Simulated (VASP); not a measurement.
# Li2H (P-3m1) in VASP: relaxation of cell and atoms with PBE

Aim: the relaxation of cell and atoms of Li2H with PBE.

All numbers are computed with VASP 6.6.1; they aren't measurements. Logs are shortened: lines on timing, memory, paths and dates and some standing lists are left out, and cuts for length are marked.

## 1. The cell of the first run

It takes space group P-3m1 (No. 164, trigonal). Conventional cell: a = 3.427 Å, b = 3.427 Å, c = 2.929 Å, α = 90.00°, β = 90.00°, γ = 120.00°. Within 2.8 Å of Li (site symmetry 3m) lie 3 H at 2.09 Å and 6 Li at 2.40 to 2.53 Å. H (site symmetry -3m) has 6 Li at 2.09 Å within 2.8 Å.

The cell was built from a structure type or drawn by symmetry, and may not be a known phase.

## 2. Relaxation of cell and atoms, PBE

File INCAR:

```
  PREC = Accurate
  ENCUT = 910
  EDIFF = 1E-7
  ISMEAR = 0
  SIGMA = 0.1
  LREAL = False
  LASPH = True
  NELM = 120
  ALGO = Normal
  ISIF = 3
  LWAVE = False
  LCHARG = False
  GGA = PE
  IBRION = 2
  NSW = 90
  EDIFFG = -0.04
  GGA_COMPAT = False
  NELMIN = 4
```

File KPOINTS:

```
Automatic mesh
0
Gamma
  6 6 6
```

File POSCAR:

```
Li2H
1.0
    3.4273186800      0.0000000000      0.0000000000
   -1.7136593400      2.9681450500      0.0000000000
    0.0000000000      0.0000000000      2.9294697700
Li H
2 1
Direct
    0.3333333300      0.6666666700      0.2689920800
    0.6666666700      0.3333333300      0.7310079200
    0.0000000000      0.0000000000      0.5000000000
```

Potentials or basis: VASP PAW PBE potentials, release 64 (Li_sv, H_h).

Run with:

```console
$ cat potpaw_PBE.64/Li_sv/POTCAR potpaw_PBE.64/H_h/POTCAR > POTCAR
$ mpirun -np 1 vasp_std > vasp.out
```

OUTCAR:

```text
PREC = Accurate
   ENCUT = 910
   EDIFF = 1E-7
   ISMEAR = 0
   LREAL = False
   LASPH = True
   NELM = 120
   ISIF = 3
   GGA = PE
   IBRION = 2
   NSW = 90
   EDIFFG = -0.04
   NELMIN = 4

 ion  position               nearest neighbor table
   1  0.333  0.667  0.269-   2 2.40   2 2.40   2 2.40   2 2.53   2 2.53   2 2.53
   2  0.667  0.333  0.731-   1 2.40   1 2.40   1 2.40   1 2.53   1 2.53   1 2.53
   3  0.000  0.000  0.500-

  LATTYP: Found a hexagonal cell.
 ALAT       =     3.4273186800
 C/A-ratio  =     0.8547409925

  Lattice vectors:

 A1 = (   3.4273186800,   0.0000000000,   0.0000000000)
 A2 = (  -1.7136593400,   2.9681450500,   0.0000000000)
 A3 = (   0.0000000000,   0.0000000000,   2.9294697700)

Analysis of symmetry for initial positions (statically):
=====================================================================
 Subroutine PRICEL returns:
 Original cell was already a primitive cell.

 Routine SETGRP: Setting up the symmetry group for a
 hexagonal supercell.

 Subroutine GETGRP returns: Found 12 space group operations
 (whereof 12 operations were pure point group operations)
 out of a pool of 24 trial point group operations.

The static configuration has the point symmetry D_3d.

Analysis of symmetry for dynamics (positions and initial velocities):
=====================================================================
 Subroutine PRICEL returns:
 Original cell was already a primitive cell.

 Routine SETGRP: Setting up the symmetry group for a
 hexagonal supercell.

 Subroutine GETGRP returns: Found 12 space group operations
 (whereof 12 operations were pure point group operations)
 out of a pool of 24 trial point group operations.

The dynamic configuration has the point symmetry D_3d.

 Subroutine INISYM returns: Found 12 space group operations
 (whereof 12 operations are pure point group operations),
 and found     1 'primitive' translations

----------------------------------------------------------------------------------------

                                     Primitive cell

  volume of cell :      29.8008

  direct lattice vectors                    reciprocal lattice vectors
     3.427318680  0.000000000  0.000000000     0.291773276  0.168455379  0.000000000
    -1.713659340  2.968145050  0.000000000     0.000000000  0.336910758  0.000000000
     0.000000000  0.000000000  2.929469770     0.000000000  0.000000000  0.341358703

  length of vectors
     3.427318680  3.427318685  2.929469770     0.336910759  0.336910758  0.341358703

  position of ions in fractional coordinates (direct lattice)
     0.333333330  0.666666670  0.268992080
[... 105 lines left out ...]
   GGA     = PE    functional components
   LHFCALC =     F    Hartree Fock is set to
   AEXX    =    0.0000 exact exchange contribution
   IVDW    =     0    specifies the selected vdW correction
   LEPSILON=     F    determine dielectric tensor
   LRPA    =     F    only Hartree local field effects (RPA)
 conjugate gradient relaxation of ions
 non-spin polarized calculation
 Gauss-broadening in eV      SIGMA  =   0.10
  energy-cutoff  :      910.00
  volume of cell :       29.80
 maximum number of plane-waves:      1886
 NGX is ok and might be reduce to    36
   NGX = 17   NGY = 17   NGZ = 15

--------------------------------------- Ionic step        1  -------------------------------------------

 number of electron       7.0000003 magnetization

 Free energy of the ion-electron system (eV)
  ---------------------------------------------------
  ext. energy  EPLUGINS =         0.00000000
  ---------------------------------------------------
  free energy    TOTEN  =        -6.52557843 eV

  energy without entropy =       -6.51513931  energy(sigma->0) =       -6.52035887

------------------------ aborting loop because EDIFF is reached ----------------------------------------

  FORCE on cell =-STRESS in cart. coord.  units (eV):
  Direction    XX          YY          ZZ          XY          YZ          ZX
  --------------------------------------------------------------------------------------
  -------------------------------------------------------------------------------------
  Total        0.3425590      0.3425590      3.1238707     -0.0000000     -0.0000000      0.0000000
  in kB       18.4169359     18.4169360    167.9480660     -0.0000000     -0.0000000      0.0000000
  external PRESSURE =      68.2606459 kB  Pullay stress =       0.0000000 kB
[... 92 lines left out ...]
  FREE ENERGIE OF THE ION-ELECTRON SYSTEM (eV)
  ---------------------------------------------------
  free  energy   TOTEN  =        -6.9411858309 eV

  energy  without entropy=       -6.9320448312  energy(sigma->0) =       -6.93661533

 E-fermi :   3.2307     XC(G=0):  -8.6990

 val. band max:        3.2209986414   @ k =   0.0000   0.3333   0.1667
 cond. band min:       3.3271132576   @ k =   0.5000  -0.0000   0.3333
 fundamental gap:      0.1061146163
 Fermi energy:         3.2307205867

 k-point     1 :       0.0000    0.0000    0.0000
  band No.  band energies     occupation
      1     -43.5834      2.00000
      2     -43.5019      2.00000
      3      -5.3209      2.00000
      4       0.6152      2.00000
      5       5.5502      0.00000
      6      17.8433      0.00000
      7      19.0874      0.00000
[... 221 lines left out ...]
 k-point    24 :       0.1667    0.1667    0.3333
  band No.  band energies     occupation
      1     -43.4993      2.00000
      2     -43.4580      2.00000
      3      -3.6472      2.00000
      4       1.9031      2.00000
      5       8.5434      0.00000
      6      10.2193      0.00000
      7      13.5870      0.00000

 [... further k-points ...]

[... ionic steps 4 to 14 ...]

--------------------------------------- Ionic step       15  -------------------------------------------

 number of electron       6.9999997 magnetization

------------------------ aborting loop because EDIFF is reached ----------------------------------------
[... 69 lines left out ...]
--------------------------------------- Ionic step       17  -------------------------------------------

 number of electron       6.9999994 magnetization

 Free energy of the ion-electron system (eV)
  ---------------------------------------------------
  ext. energy  EPLUGINS =         0.00000000
  ---------------------------------------------------
  free energy    TOTEN  =        -7.79622314 eV

  energy without entropy =       -7.79077723  energy(sigma->0) =       -7.79350019

 E-fermi :   2.1732     XC(G=0):  -7.9957

 val. band max:        2.1086549355   @ k =   0.5000  -0.0000   0.5000
 cond. band min:       2.1936285711   @ k =   0.0000   0.3333   0.1667
 fundamental gap:      0.0849736356
 Fermi energy:         2.1731665192

 k-point     1 :       0.0000    0.0000    0.0000
  band No.  band energies     occupation
      1     -44.6848      2.00000
      2     -44.6442      2.00000
      3      -5.1886      2.00000
      4       0.2293      2.00000
      5       4.6581      0.00000
      6      14.1478      0.00000
      7      17.2907      0.00000
[... 260 lines left out ...]
  FREE ENERGIE OF THE ION-ELECTRON SYSTEM (eV)
  ---------------------------------------------------
  free  energy   TOTEN  =        -7.7962231446 eV

  energy  without entropy=       -7.7907772299  energy(sigma->0) =       -7.79350019

 reached required accuracy - stopping structural energy minimisation
```

OSZICAR:

```text
N       E                     dE             d eps       ncg     rms          rms(c)
DAV:   1     0.980660778525E+01    0.98066E+01   -0.46237E+03   476   0.130E+03
DAV:   2    -0.405900235687E+01   -0.13866E+02   -0.13620E+02   602   0.101E+02
DAV:   3    -0.656079400792E+01   -0.25018E+01   -0.24184E+01   735   0.511E+01
[... 168 lines left out ...]
DAV:   3    -0.779621511192E+01   -0.85263E-04   -0.32675E-04   805   0.183E-01    0.136E-02
DAV:   4    -0.779622191967E+01   -0.68077E-05   -0.47696E-05   560   0.677E-02    0.898E-03
DAV:   5    -0.779622323147E+01   -0.13118E-05   -0.34433E-06   777   0.163E-02    0.362E-03
DAV:   6    -0.779622311826E+01    0.11321E-06   -0.28398E-07   525   0.632E-03    0.349E-04
DAV:   7    -0.779622314461E+01   -0.26348E-07   -0.31394E-08   259   0.235E-03
  17 F= -.77962231E+01 E0= -.77935002E+01  d E =-.239745E-02
```

CONTCAR:

```text
Li2H
   1.00000000000000
     2.8297039953510796   -0.0000000000000000    0.0000000000000000
    -1.4148519976755398    2.4505955480998951    0.0000000000000000
    -0.0000000000000000   -0.0000000000000000    4.7623723552897586
  Li              H
     2     1
Direct
     0.3333333300000021    0.6666666699999979    0.2635447851253602
     0.6666666699999979    0.3333333300000021    0.7364552148746399
     0.0000000000000000    0.0000000000000000    0.5000000000000000

  0.00000000E+00  0.00000000E+00  0.00000000E+00
  0.00000000E+00  0.00000000E+00  0.00000000E+00
  0.00000000E+00  0.00000000E+00  0.00000000E+00
```

Run time: 79 s. Hardware: 1 thread of Intel Xeon 6975P-C (Granite Rapids), shared host; peak memory 0.18 GiB.

Results:

| Quantity | Value |
| --- | --- |
| Free energy | -7.7962 eV |
| Relaxed volume | 11.01 Å³/atom |
| Relaxed cell | a = 2.830 Å, b = 2.830 Å, c = 4.762 Å, α = 90.00°, β = 90.00°, γ = 120.00° |
| Space group after relaxing (to 0.1 Å) | P-3m1 (No. 164) |
| Energy gained by relaxing | 423.5 meV/atom |
| Ionic steps | 17 |
| Pressure after relaxing | 0.0 GPa |
| Largest force after relaxing | 0.013 eV/Å |
| Band gap on the k mesh | zero (an odd number of electrons rules out a gap without spin polarisation) |

Forces on the atoms (eV/Å):
```
Li   0.000  0.000 -0.013
Li   0.000  0.000  0.013
H    0.000  0.000  0.000
```

Stress tensor (GPa, compression positive):
```
-0.14  0.00  0.00
 0.00 -0.14  0.00
 0.00  0.00  0.37
```

The path:
| step | energy change (eV) | largest force (eV/Å) | pressure (GPa) | volume (Å³) |
| --- | --- | --- | --- | --- |
| 1 | 0.0000 | 0.0716 | 6.83 | 29.80 |
| 2 | -0.1449 | 0.0788 | 4.28 | 31.64 |
| 3 | -0.4156 | 0.0628 | -0.78 | 37.38 |
| 4 | -0.5013 | 0.0123 | -4.65 | 49.84 |
| 5 | -0.6873 | 0.0861 | -5.19 | 49.74 |
| 6 | -0.7054 | 0.1222 | -7.56 | 47.22 |
| 7 | -0.8291 | 0.1209 | -6.08 | 49.20 |
| 8 | -0.8438 | 0.1157 | -6.35 | 48.97 |
| 9 | -1.0770 | 0.1973 | -5.02 | 42.46 |
| 10 | -1.2140 | 0.3233 | -2.40 | 36.41 |
| 11 | -0.9488 | 0.6880 | 11.06 | 25.97 |
| 12 | -1.2289 | 0.3773 | -1.01 | 34.41 |
| 13 | -1.2294 | 0.3920 | -0.58 | 33.89 |
| 14 | -1.2622 | 0.2143 | -0.01 | 33.23 |
| 15 | -1.2682 | 0.0760 | 0.43 | 32.76 |
| 16 | -1.2682 | 0.0851 | 0.40 | 32.79 |
| 17 | -1.2706 | 0.0129 | 0.03 | 33.02 |

Final structure:
```
CELL_PARAMETERS angstrom
2.82970 0.00000 0.00000
-1.41485 2.45060 0.00000
0.00000 0.00000 4.76237
ATOMIC_POSITIONS crystal
Li 0.33333 0.66667 0.26354
Li 0.66667 0.33333 0.73646
H 0.00000 0.00000 0.50000
```

Caveat: a cell axis changed by over 15 % at a fixed basis, so the end point is rough.
